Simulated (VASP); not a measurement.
Crystal: Rb.

```
Rb
1.0
     4.97566    0.00000    0.00000
    -2.48783    4.30905    0.00000
     0.00000    0.00000    8.12526
Rb
2
Direct
  0.33333 0.66667 0.25000
  0.66667 0.33333 0.75000
```

This isn't the form of Rb at room conditions, which is bcc.

| Property | Result |
| --- | --- |
| Program | VASP 6.6.1 |
| Task | relaxation of cell and atoms |
| Functional | r2SCAN |
| Potentials or basis | VASP PAW PBE potentials, release 64 (Rb_sv) |
| Cutoff | 600 eV |
| k mesh | 7 × 7 × 4 |
| Occupations | fermi-dirac, width 0.1 eV |
| Spin | no spin polarisation |

At the start: pressure 0.3 GPa; volume 87.10 Å³/atom.

**Question.** Where does the relaxation end?

**Answer.** Over 4 steps the energy falls by 7.4 meV/atom and the volume is 95.73 Å³/atom (+9.9 %); space group P6_3/mmc (No. 194, to 0.1 Å) before and after.

The path:
| step | energy change (eV) | largest force (eV/Å) | pressure (GPa) | volume (Å³) |
| --- | --- | --- | --- | --- |
| 1 | 0.0000 | 0.0000 | 0.29 | 174.21 |
| 2 | -0.0064 | 0.0000 | 0.21 | 178.22 |
| 3 | -0.0147 | 0.0000 | 0.02 | 190.09 |
| 4 | -0.0148 | 0.0000 | 0.00 | 191.46 |

Final structure:
```
Rb
1.0
     5.11968    0.00000    0.00000
    -2.55984    4.43377    0.00000
     0.00000    0.00000    8.43472
Rb
2
Direct
  0.33333 0.66667 0.25000
  0.66667 0.33333 0.75000
```

Caveat: the PAW data sets were made with another functional, which shifts forces and pressure a little.
